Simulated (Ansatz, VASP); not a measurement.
**Two plane-wave programs on Na**

INCAR

```
ALGO = Normal
EDIFF = 1E-6
ENCUT = 520
GGA = PS
ISIF = 2
ISMEAR = -1
LASPH = T
LCHARG = F
LREAL = F
LWAVE = F
NBANDS = 10
NELM = 60
PREC = Accurate
SIGMA = 0.1
```

File KPOINTS:

```
k-points
0
Gamma
  17 17 17
```

File POSCAR:

```
Na
1.0
   -1.9978221262      1.9978221262      1.9978221262
    1.9978221262     -1.9978221262      1.9978221262
    1.9978221262      1.9978221262     -1.9978221262
Na
1
Direct
    0.0000000000      0.0000000000      0.0000000000
```

Input for Ansatz:

```yaml
crystal:
  lattice:
    - [-1.9978221262, 1.9978221262, 1.9978221262]
    - [1.9978221262, -1.9978221262, 1.9978221262]
    - [1.9978221262, 1.9978221262, -1.9978221262]
  atoms:
    - { symbol: Na, position: [0.0, 0.0, 0.0] }
hamiltonian:
  xc: pbesol
  pseudopotentials:
    kind: paw
    azcp:
      Na: "pseudopotentials/Na.paw.azcp"
basis:
  ecutwfc: 420
  fft_grid_basis: typed
kpoints:
  mp_grid: { grid: [17, 17, 17], shift: [0, 0, 0] }
magnetization:
  spin_polarized: false
scf:
  occupations: { method: fermi_dirac, width: 0.1 }
output:
  stress: true
```

Alike in both runs: task single point; functional PBEsol; k mesh 17 × 17 × 17; occupations fermi-dirac, width 0.1 eV; no spin polarisation.

```csv
,VASP,Ansatz
version,VASP 6.6.1,Ansatz 0.2.0
potentials or method,"VASP PAW PBE potentials, release 64 (Na_pv), cutoff 520 eV","plane waves (420 eV) with PAW, scalar-relativistic"
valence electrons in the cell,7,9
```

```tsv
	VASP	Ansatz	Ansatz less VASP
pressure (GPa)	1.3	1.3	+0.04
```

VASP's potentials were made for PBE, not for PBEsol, and Ansatz warns of the same on its side. The functional is the same, so the differences come from potentials, cutoffs and numerics. VASP's potentials hold 7 valence electrons a cell and Ansatz's 9, so a difference there can come from the potentials and not from the codes.
